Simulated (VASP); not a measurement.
## Fe: single point with r2SCAN0

Crystal: Fe.

```xyz
1
Lattice="2.2392 0.0000 0.0000 0.0000 2.2392 0.0000 0.0000 0.0000 2.2392" Properties=species:S:1:pos:R:3 pbc="T T T"
Fe    0.0000    0.0000    0.0000
```

```json
{
  "Program": "VASP 6.6.1",
  "Task": "single point",
  "Functional": "r2SCAN0",
  "Potentials or basis": "VASP PAW PBE potentials, release 64 (Fe)",
  "Cutoff": "520 eV",
  "k mesh": "7 × 7 × 7",
  "Occupations": "fermi-dirac, width 0.1 eV",
  "Spin": "no spin polarisation"
}
```

```yaml
Pressure: -11.8 GPa
Band_gap_on_the_k_mesh: zero (band 4 reaches 8.00 eV, above the bottom of band 5 at 4.37 eV)
```

Levels at points of the mesh, in eV from the Fermi level:
| k point | band 2 | band 3 | band 4 | band 5 | band 6 | band 7 |
| --- | --- | --- | --- | --- | --- | --- |
| (0.00, 0.00, 0.00) | -6.10 | -6.10 | 2.03 | 2.03 | 2.03 | 23.76 |

It took 21 min on 1 thread of AMD EPYC 7R13, with other jobs on the host, peak memory 0.1 GiB.

Caveat: the k points lie up to 0.40 Å⁻¹ apart; the PAW data sets were made with another functional, which shifts forces and pressure a little; the run has no spin polarisation, though such a crystal can be magnetic. Spin polarisation is off, so any magnetic state and its effect on volume and gap are missing.
